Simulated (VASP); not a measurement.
# Si (a cell with a defect) in VASP: a series of runs

Runs on Si (a cell with a defect). Level: PBE+D3(BJ). Tasks: relaxation of the atoms, single point.

Everything below comes from runs of VASP 6.6.1. Logs are shortened: lines on timing, memory, paths and dates and some standing lists are left out, and cuts for length are marked.

**1. The cell of the first run**

The cell holds a defect, 63 atoms: a = 10.860 Å, b = 10.860 Å, c = 10.860 Å, α = 90.00°, β = 90.00°, γ = 90.00°.

**2. Relaxation of the atoms, PBE+D3(BJ)**

INCAR reads:

```
PREC = Accurate ; ENCUT = 450
EDIFF = 1E-7 ; ISMEAR = -1
SIGMA = 0.02 ; LREAL = Auto
LASPH = True ; NELM = 120
ALGO = Normal ; ISIF = 2
LWAVE = False ; LCHARG = False
GGA = PE ; IVDW = 12
IBRION = 2 ; NSW = 80
EDIFFG = -0.03 ; NELECT = 254.0
GGA_COMPAT = False ; NELMIN = 4
```

KPOINTS reads:

```
Automatic mesh
0
Gamma
  1 1 1
```

POSCAR reads:

```
Si
1.0
   10.8600000000      0.0000000000      0.0000000000
    0.0000000000     10.8600000000      0.0000000000
    0.0000000000      0.0000000000     10.8600000000
Si
63
Direct
    0.5000000000      0.0000000000      0.0000000000
    0.6250000000      0.1250000000      0.1250000000
    0.7500000000      0.2500000000      0.0000000000
    0.8750000000      0.3750000000      0.1250000000
    0.7500000000      0.0000000000      0.2500000000
    0.8750000000      0.1250000000      0.3750000000
    0.0000000000      0.0000000000      0.0000000000
    0.1250000000      0.1250000000      0.1250000000
    0.2500000000      0.2500000000      0.0000000000
    0.3750000000      0.3750000000      0.1250000000
    0.5000000000      0.5000000000      0.0000000000
    0.6250000000      0.6250000000      0.1250000000
    0.7500000000      0.7500000000      0.0000000000
    0.8750000000      0.8750000000      0.1250000000
    0.2500000000      0.0000000000      0.2500000000
    0.3750000000      0.1250000000      0.3750000000
    0.5000000000      0.2500000000      0.2500000000
    0.6250000000      0.3750000000      0.3750000000
    0.7500000000      0.5000000000      0.2500000000
    0.8750000000      0.6250000000      0.3750000000
    0.5000000000      0.0000000000      0.5000000000
    0.7500000000      0.0000000000      0.7500000000
    0.7500000000      0.2500000000      0.5000000000
    0.8750000000      0.3750000000      0.6250000000
    0.8750000000      0.1250000000      0.8750000000
    0.0000000000      0.5000000000      0.0000000000
    0.1250000000      0.6250000000      0.1250000000
    0.2500000000      0.7500000000      0.0000000000
    0.3750000000      0.8750000000      0.1250000000
    0.0000000000      0.2500000000      0.2500000000
    0.1250000000      0.3750000000      0.3750000000
    0.2500000000      0.5000000000      0.2500000000
    0.3750000000      0.6250000000      0.3750000000
    0.5000000000      0.7500000000      0.2500000000
    0.6250000000      0.8750000000      0.3750000000
    0.0000000000      0.0000000000      0.5000000000
    0.1250000000      0.1250000000      0.6250000000
    0.2500000000      0.2500000000      0.5000000000
    0.3750000000      0.3750000000      0.6250000000
    0.5000000000      0.5000000000      0.5000000000
    0.6250000000      0.6250000000      0.6250000000
    0.7500000000      0.7500000000      0.5000000000
    0.8750000000      0.8750000000      0.6250000000
    0.2500000000      0.0000000000      0.7500000000
    0.3750000000      0.1250000000      0.8750000000
    0.5000000000      0.2500000000      0.7500000000
    0.6250000000      0.3750000000      0.8750000000
    0.7500000000      0.5000000000      0.7500000000
    0.8750000000      0.6250000000      0.8750000000
    0.0000000000      0.7500000000      0.2500000000
    0.1250000000      0.8750000000      0.3750000000
    0.0000000000      0.5000000000      0.5000000000
    0.1250000000      0.6250000000      0.6250000000
    0.2500000000      0.7500000000      0.5000000000
    0.3750000000      0.8750000000      0.6250000000
    0.0000000000      0.2500000000      0.7500000000
    0.1250000000      0.3750000000      0.8750000000
    0.2500000000      0.5000000000      0.7500000000
    0.3750000000      0.6250000000      0.8750000000
    0.5000000000      0.7500000000      0.7500000000
    0.6250000000      0.8750000000      0.8750000000
    0.0000000000      0.7500000000      0.7500000000
    0.1250000000      0.8750000000      0.8750000000
```

Potentials or basis: VASP PAW PBE potentials, release 64 (Si).

Started as:

```sh
> cat potpaw_PBE.64/Si/POTCAR > POTCAR
> mpirun -np 1 vasp_gam > vasp.out
```

OUTCAR:

```text
PREC = Accurate
   ENCUT = 450
   EDIFF = 1E-7
   ISMEAR = -1
   LREAL = Auto
   LASPH = True
   NELM = 120
   ISIF = 2
   GGA = PE
   IVDW = 12
   IBRION = 2
   NSW = 80
   EDIFFG = -0.03
   NELECT = 254.0
   NELMIN = 4
 IVDW          = 12

 ion  position               nearest neighbor table
   1  0.500  0.000  0.000-   2 2.35  29 2.35  45 2.35  61 2.35
   2  0.625  0.125  0.125-   1 2.35   3 2.35   5 2.35  17 2.35
   3  0.750  0.250  0.000-   2 2.35   4 2.35  25 2.35  47 2.35
   4  0.875  0.375  0.125-   3 2.35  19 2.35  26 2.35  30 2.35
   5  0.750  0.000  0.250-   2 2.35   6 2.35  14 2.35  35 2.35
   6  0.875  0.125  0.375-   5 2.35  23 2.35  30 2.35  36 2.35
[... 43 lines left out ...]
  50  0.000  0.750  0.250-  14 2.35  20 2.35  27 2.35  51 2.35
  51  0.125  0.875  0.375-  15 2.35  36 2.35  50 2.35  54 2.35
  52  0.000  0.500  0.500-  20 2.35  24 2.35  31 2.35  53 2.35
[... 9 lines left out ...]
  62  0.000  0.750  0.750-  43 2.35  49 2.35  53 2.35  63 2.35
  63  0.125  0.875  0.875-   7 2.35  28 2.35  44 2.35  62 2.35

  LATTYP: Found a simple cubic cell.
 ALAT       =    10.8600000000

  Lattice vectors:

 A1 = (  10.8600000000,   0.0000000000,   0.0000000000)
 A2 = (   0.0000000000,  10.8600000000,   0.0000000000)
 A3 = (   0.0000000000,   0.0000000000,  10.8600000000)

Analysis of symmetry for initial positions (statically):
=====================================================================
 Subroutine PRICEL returns:
 Original cell was already a primitive cell.

 Routine SETGRP: Setting up the symmetry group for a
 simple cubic supercell.

 Subroutine GETGRP returns: Found 24 space group operations
 (whereof  2 operations were pure point group operations)
 out of a pool of 48 trial point group operations.

The static configuration has the point symmetry C_1h.
 The point group associated with its full space group is T_d .

Analysis of symmetry for dynamics (positions and initial velocities):
=====================================================================
 Subroutine PRICEL returns:
 Original cell was already a primitive cell.

 Routine SETGRP: Setting up the symmetry group for a
 simple cubic supercell.

 Subroutine GETGRP returns: Found 24 space group operations
 (whereof  2 operations were pure point group operations)
 out of a pool of 48 trial point group operations.

The dynamic configuration has the point symmetry C_1h.
 The point group associated with its full space group is T_d .

 Subroutine INISYM returns: Found 24 space group operations
 (whereof  2 operations are pure point group operations),
 and found     1 'primitive' translations

----------------------------------------------------------------------------------------
[... 189 lines left out ...]
   ENCUT  =  450.0 eV  33.07 Ry    5.75 a.u.  18.78 18.78 18.78*2*pi/ulx,y,z
   NELM   =    120;   NELMIN=  4; NELMDL= -5     # of ELM steps
   EDIFF  = 0.1E-06   stopping-criterion for ELM
   LREAL  =      T    real-space projection
   EDIFFG = -.3E-01   stopping-criterion for IOM
   NSW    =     80    number of steps for IOM
   IBRION =      2    ionic relax: 0-MD 1-quasi-New 2-CG
   NFREE  =      1    steps in history (QN), initial steepest desc. (CG)
   ISIF   =      2    stress and relaxation
   ISYM   =      2    0-nonsym 1-usesym 2-fastsym
   POTIM  = 0.5000    time-step for ionic-motion
   TEBEG  =    0.0;   TEEND  =   0.0 temperature during run
   PSTRESS=    0.0 pullay stress
   NELECT =     254.0000    total number of electrons
   NUPDOWN=      -1.0000    fix difference up-down
   EMIN   =  10.00;   EMAX   =-10.00  energy-range for DOS
   EFERMI =   0.00;   METHOD = LEGACY
   ISMEAR =    -1;   SIGMA  =   0.02  broadening in eV -4-tet -1-fermi 0-gaus
   EFERMI_NEDOS =   21; number of points for ismear=-14 and -15
   IALGO  =     38    algorithm
   IMIX   =      4    mixing-type and parameters
     AMIX     =   0.40;   BMIX     =  1.00
     AMIX_MAG =   1.60;   BMIX_MAG =  1.00
  volume/ion in A,a.u.               =      20.33       137.20
  Fermi-wavevector in a.u.,A,eV,Ry     =   0.954677  1.804077 12.400449  0.911407
  Thomas-Fermi vector in A             =   2.083445
   LORBIT       =      0    0 simple, 1 ext, 2 COOP (PROOUT), +10 PAW based schemes
   GGA     = PE    functional components
   LHFCALC =     F    Hartree Fock is set to
   AEXX    =    0.0000 exact exchange contribution
   IVDW    =    12    specifies the selected vdW correction
   LEPSILON=     F    determine dielectric tensor
   LRPA    =     F    only Hartree local field effects (RPA)
 conjugate gradient relaxation of ions
 non-spin polarized calculation
  energy-cutoff  :      450.00
  volume of cell :     1280.82
 maximum number of plane-waves:     13817
 NGX is ok and might be reduce to    80
   NGX = 37   NGY = 37   NGZ = 37

--------------------------------------- Ionic step        1  -------------------------------------------

 number of electron     254.0000033 magnetization

 Free energy of the ion-electron system (eV)
  ---------------------------------------------------
  ext. energy  EPLUGINS =         0.00000000
  ---------------------------------------------------
  free energy    TOTEN  =      -319.23311192 eV

  energy without entropy =     -319.14325076  energy(sigma->0) =     -319.18818134

------------------------ aborting loop because EDIFF is reached ----------------------------------------

 Edisp (eV)  -19.96115

 E6    (eV) :   -11.6858
[... 294 lines left out ...]
  FREE ENERGIE OF THE ION-ELECTRON SYSTEM (eV)
  ---------------------------------------------------
  free  energy   TOTEN  =      -339.2297236276 eV

  energy  without entropy=     -339.1390010287  energy(sigma->0) =     -339.18436233

[... ionic steps 4 to 8 ...]

--------------------------------------- Ionic step        9  -------------------------------------------

 number of electron     254.0000015 magnetization

------------------------ aborting loop because EDIFF is reached ----------------------------------------
[... 201 lines left out ...]
--------------------------------------- Ionic step       11  -------------------------------------------

 number of electron     254.0000015 magnetization

 Free energy of the ion-electron system (eV)
  ---------------------------------------------------
  ext. energy  EPLUGINS =         0.00000000
  ---------------------------------------------------
  free energy    TOTEN  =      -319.34056566 eV

  energy without entropy =     -319.25535559  energy(sigma->0) =     -319.29796062

 E-fermi :   6.3192     XC(G=0):  -9.3770

 val. band max:        6.3064761530   @ k =   0.0000   0.0000   0.0000
 cond. band min:       6.3981067020   @ k =   0.0000   0.0000   0.0000
 fundamental gap:      0.0916305490
 Fermi energy:         6.3191898425

 k-point     1 :       0.0000    0.0000    0.0000
  band No.  band energies     occupation
      1      -6.2269      2.00000
      2      -5.1884      2.00000
      3      -5.1884      2.00000
      4      -5.1531      2.00000
      5      -5.1531      2.00000
      6      -5.1531      2.00000
[... 131 lines left out ...]
    138       6.9148      0.00000
    139       6.9148      0.00000
 [bands above 139 left out]

------------------------ aborting loop because EDIFF is reached ----------------------------------------

 Edisp (eV)  -19.96839

 E6    (eV) :   -11.6902
[... 88 lines left out ...]
  FREE ENERGIE OF THE ION-ELECTRON SYSTEM (eV)
  ---------------------------------------------------
  free  energy   TOTEN  =      -339.3089566943 eV

  energy  without entropy=     -339.2237466234  energy(sigma->0) =     -339.26635166

 reached required accuracy - stopping structural energy minimisation
```

Run time: 25 min. Hardware: 1 thread of AMD EPYC 7R43 (Zen 3), shared host; peak memory 0.97 GiB.

Results:

| Property | Result |
| --- | --- |
| Free energy | -339.3090 eV |
| Energy gained by relaxing | 1.8 meV/atom |
| Ionic steps | 11 |
| Largest force after relaxing | 0.019 eV/Å |
| Dispersion energy per atom | -0.317 eV |

Forces on the atoms (eV/Å):
```
Si   0.005  0.005 -0.008
Si   0.000  0.000  0.000
Si  -0.005 -0.005 -0.008
Si   0.006  0.006 -0.016
Si  -0.005  0.005  0.008
Si   0.007  0.007 -0.007
Si   0.003 -0.016  0.003
Si   0.000  0.000  0.000
Si  -0.003  0.016  0.003
Si  -0.006  0.006  0.016
Si  -0.016  0.003  0.003
Si   0.000  0.000  0.000
Si   0.016 -0.003  0.003
Si   0.006 -0.006  0.016
Si  -0.003 -0.016 -0.003
Si  -0.007 -0.007 -0.007
Si   0.005 -0.005  0.008
Si   0.007  0.007 -0.007
Si   0.016  0.003 -0.003
Si   0.006  0.016 -0.006
Si   0.007  0.007  0.007
Si  -0.007  0.007 -0.007
Si  -0.007 -0.007  0.007
Si   0.007  0.007 -0.007
Si   0.007 -0.007  0.007
Si   0.002  0.002  0.002
Si   0.000  0.000  0.000
Si  -0.002 -0.002  0.002
Si  -0.006 -0.006 -0.016
Si   0.003  0.016 -0.003
Si   0.016  0.006 -0.006
Si  -0.002  0.002 -0.002
Si  -0.006 -0.016 -0.006
Si  -0.016 -0.003 -0.003
Si  -0.007 -0.007 -0.007
Si  -0.008  0.005  0.005
Si   0.000  0.000  0.000
Si   0.008 -0.005  0.005
Si  -0.007  0.007  0.007
Si   0.005 -0.008  0.005
Si   0.000  0.000  0.000
Si  -0.005  0.008  0.005
Si   0.007 -0.007  0.007
Si   0.008  0.005 -0.005
Si  -0.007  0.007  0.007
Si   0.007 -0.007 -0.007
Si  -0.007  0.007  0.007
Si  -0.005 -0.008 -0.005
Si   0.006 -0.016  0.006
Si   0.002 -0.002 -0.002
Si  -0.016 -0.006 -0.006
Si   0.003  0.003 -0.016
Si   0.000  0.000  0.000
Si  -0.003 -0.003 -0.016
Si  -0.007 -0.007 -0.007
Si  -0.008 -0.005 -0.005
Si  -0.016  0.006  0.006
Si  -0.003  0.003  0.016
Si  -0.006  0.016  0.006
Si   0.005  0.008 -0.005
Si   0.007 -0.007  0.007
Si   0.003 -0.003  0.016
Si   0.016 -0.006  0.006
```

Step by step:
```
step  energy change (eV)  largest force (eV/Å)  pressure (GPa)
   1              0.0000                0.2373            2.02
   2             -0.0306                0.2134            1.97
   3             -0.0355                0.2001            1.94
   4             -0.0524                0.1776            1.90
   5             -0.0754                0.1375            1.80
   6             -0.0873                0.1090            1.77
   7             -0.1069                0.0563            1.70
   8             -0.1081                0.0778            1.67
   9             -0.1121                0.0424            1.67
  10             -0.1134                0.0377            1.65
  11             -0.1147                0.0186            1.65
```

Final structure:
```
Si
1.0
    10.86000    0.00000    0.00000
     0.00000   10.86000    0.00000
     0.00000    0.00000   10.86000
Si
63
Direct
  0.50036 0.00036 0.99990
  0.62500 0.12500 0.12500
  0.74964 0.24964 0.99990
  0.87459 0.37459 0.12568
  0.74964 0.00036 0.25010
  0.87213 0.12467 0.37787
  0.99900 0.00117 0.99900
  0.12500 0.12500 0.12500
  0.25100 0.24883 0.99900
  0.37541 0.37459 0.12432
  0.50117 0.49900 0.99900
  0.62500 0.62500 0.12500
  0.74883 0.75100 0.99900
  0.87459 0.87541 0.12432
  0.25100 0.00117 0.25100
  0.37787 0.12533 0.37787
  0.50036 0.24964 0.25010
  0.62467 0.37213 0.37787
  0.74883 0.49900 0.25100
  0.87459 0.62432 0.37541
  0.50852 0.00852 0.50852
  0.74148 0.00852 0.74148
  0.74148 0.24148 0.50852
  0.87213 0.37213 0.62533
  0.87213 0.12533 0.87213
  0.00016 0.50016 0.00016
  0.12500 0.62500 0.12500
  0.24984 0.74984 0.00016
  0.37541 0.87541 0.12568
  0.99900 0.24883 0.25100
  0.12432 0.37459 0.37541
  0.24984 0.50016 0.24984
  0.37541 0.62568 0.37541
  0.50117 0.75100 0.25100
  0.62533 0.87787 0.37787
  0.99990 0.00036 0.50036
  0.12500 0.12500 0.62500
  0.25010 0.24964 0.50036
  0.37787 0.37213 0.62467
  0.50036 0.49990 0.50036
  0.62500 0.62500 0.62500
  0.74964 0.75010 0.50036
  0.87213 0.87787 0.62467
  0.25010 0.00036 0.74964
  0.37787 0.12467 0.87213
  0.50852 0.24148 0.74148
  0.62533 0.37213 0.87213
  0.74964 0.49990 0.74964
  0.87459 0.62568 0.87459
  0.00016 0.74984 0.24984
  0.12568 0.87541 0.37541
  0.99900 0.49900 0.50117
  0.12500 0.62500 0.62500
  0.25100 0.75100 0.50117
  0.37787 0.87787 0.62533
  0.99990 0.24964 0.74964
  0.12568 0.37459 0.87459
  0.25100 0.49900 0.74883
  0.37541 0.62432 0.87459
  0.50036 0.75010 0.74964
  0.62467 0.87787 0.87213
  0.99900 0.75100 0.74883
  0.12432 0.87541 0.87459
```

Caveat: the k points lie up to 0.58 Å⁻¹ apart; the cell carries a net charge on a neutralising background, which shifts energy and pressure; the cell is charged against a uniform background, so pressure and absolute levels hang on convention.

(Part 1 of 2 ends here.)
